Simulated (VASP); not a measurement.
C19O: single point with PBE

System: C19O, a slab with vacuum.

```xyz
20
Lattice="7.3980 0.0000 0.0000 -3.6990 6.4069 0.0000 0.0000 0.0000 12.0000" Properties=species:S:1:pos:R:3 pbc="T T T"
C     0.0290    0.1113    0.7319
C     1.2772    0.8319    0.7320
C    -1.1963    2.2600    0.7317
C     0.0290    2.9676    0.7320
C    -2.4218    4.3825    0.7316
C    -1.1963    5.0900    0.7316
C     2.5027    0.1243    0.7319
C     3.7279    0.8317    0.7320
C     1.2771    2.2468    0.7320
C     2.5027    2.9545    0.7320
C     0.0289    4.3827    0.7318
C     1.2770    5.1032    0.7320
C     4.9760    0.1111    0.7320
C     6.2017    0.8187    0.7318
C     3.7279    2.2470    0.7319
C     4.9761    2.9678    0.7317
C     2.5027    4.3958    0.7319
C     3.7280    5.1030    0.7318
C    -1.3583    3.1485    4.3454
O    -1.5353    2.1433    4.8426
```

- Program: VASP 6.6.1
- Task: single point
- Functional: PBE
- Potentials or basis: VASP PAW PBE potentials, release 64 (C, O)
- Cutoff: 520 eV
- k mesh: 2 × 2 × 1
- Occupations: gaussian, width 0.02 eV
- Spin: no spin polarisation
- Dipole correction: no
- Further INCAR settings: LREAL = Auto; ALGO = Normal; EDIFF = 1e-06; NBANDS = 57

* Largest force: 0.939 eV/Å
* Band gap on the k mesh: 0.22 eV

Forces on the atoms (eV/Å):
```
C    0.009  0.003  0.001
C   -0.008 -0.007 -0.002
C   -0.003  0.000  0.000
C    0.000  0.001  0.000
C    0.005  0.006  0.000
C   -0.005 -0.001 -0.001
C   -0.001 -0.014 -0.002
C    0.007 -0.003  0.000
C    0.003  0.000 -0.001
C   -0.001  0.007 -0.002
C   -0.006  0.004  0.001
C   -0.009 -0.001 -0.001
C   -0.006  0.005 -0.003
C    0.000 -0.002  0.000
C    0.004  0.004  0.000
C    0.000  0.007  0.002
C    0.000 -0.008  0.000
C    0.012 -0.004  0.000
C    0.145  0.832 -0.407
O   -0.145 -0.830  0.414
```

Levels at points of the mesh, in eV from the valence-band top:
| k point | band 39 | band 40 | band 41 | band 42 | band 43 | band 44 |
| --- | --- | --- | --- | --- | --- | --- |
| (0.00, 0.00, 0.00) | -2.93 | 0.00 | 0.00 | 0.22 | 0.22 | 2.28 |
| (0.50, 0.00, 0.00) | -2.52 | -2.52 | -2.25 | 1.78 | 2.24 | 2.29 |
| (0.00, 0.50, 0.00) | -2.52 | -2.52 | -2.25 | 1.78 | 2.28 | 2.30 |
| (0.50, 0.50, 0.00) | -2.52 | -2.52 | -2.25 | 1.78 | 2.25 | 2.29 |

It took 3 min on 1 thread of Intel(R) Xeon(R) 6975P-C (Granite Rapids) (shared host), peak memory 0.57 GiB.

Caveat: the k points lie up to 0.49 Å⁻¹ apart.
